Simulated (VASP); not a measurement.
# Hf4H3: single point with PBE

The system is Hf4H3.

```xyz
7
Lattice="2.7549 -1.6446 0.0050 2.7549 1.6446 0.0050 -0.4617 0.0000 10.7742" Properties=species:S:1:pos:R:3 pbc="T T T"
Hf   -0.4143    0.0000   10.5729
Hf    3.6987    0.0000    2.7566
Hf    1.2705    0.0000    5.5146
Hf    3.1932    0.0000    8.0392
H     3.6943    0.0000    0.6960
H     0.0336    0.0000    1.9523
H     1.8018    0.0000    3.4909
```

```
Program                : VASP 6.6.1
Task                   : single point
Functional             : PBE
Potentials or basis    : VASP PAW PBE potentials, release 64 (Hf_pv, H)
Cutoff                 : 520 eV
k mesh                 : 12 × 12 × 4
Occupations            : gaussian, width 0.1 eV
Spin                   : no spin polarisation
Dipole correction      : no
Further INCAR settings : ALGO = Normal; EDIFF = 1e-07; NBANDS = 30
```

* Pressure: -0.6 GPa
* Largest force: 0.017 eV/Å
* Band gap on the k mesh: zero (an odd number of electrons rules out a gap without spin polarisation)

Forces on the atoms (eV/Å):
```
Hf   0.000  0.000  0.016
Hf  -0.011  0.000 -0.013
Hf   0.005  0.000  0.002
Hf  -0.001  0.000 -0.003
H    0.003  0.000 -0.005
H    0.004  0.000  0.004
H    0.000  0.000 -0.001
```

Levels at points of the mesh, in eV from the Fermi level:
```
           k point  band 18  band 19  band 20  band 21  band 22  band 23  band 24  band 25  band 26  band 27
(0.00, 0.00, 0.00)    -1.36     0.24     0.26     0.68     0.72     1.21     1.24     1.32     1.51     1.81
(0.50, 0.00, 0.00)    -2.03    -1.62    -1.45    -0.96     0.02     1.01     1.08     1.28     2.43     2.91
(0.50, 0.50, 0.00)    -2.43    -1.67    -1.47    -0.49     0.57     0.86     1.42     1.67     2.15     2.32
(0.00, 0.00, 0.50)    -1.26     0.14     0.26     0.67     0.74     1.10     1.22     1.29     1.43     1.74
(0.50, 0.00, 0.50)    -2.41    -1.64    -1.11    -0.72    -0.07     0.91     1.07     1.47     1.86     3.66
(0.50, 0.50, 0.50)    -2.56    -1.80    -1.19    -0.38     0.93     0.96     1.08     1.30     1.53     3.79
```

Run time: 11 min on 1 thread of Oxide Virtual Turin-like Processor (shared host), peak memory 0.44 GiB.

Caveat: spin-orbit coupling is left out, which moves the levels of the heavy elements; an odd number of electrons without spin polarisation forces a metal; a magnetic or distorted state may lie lower.
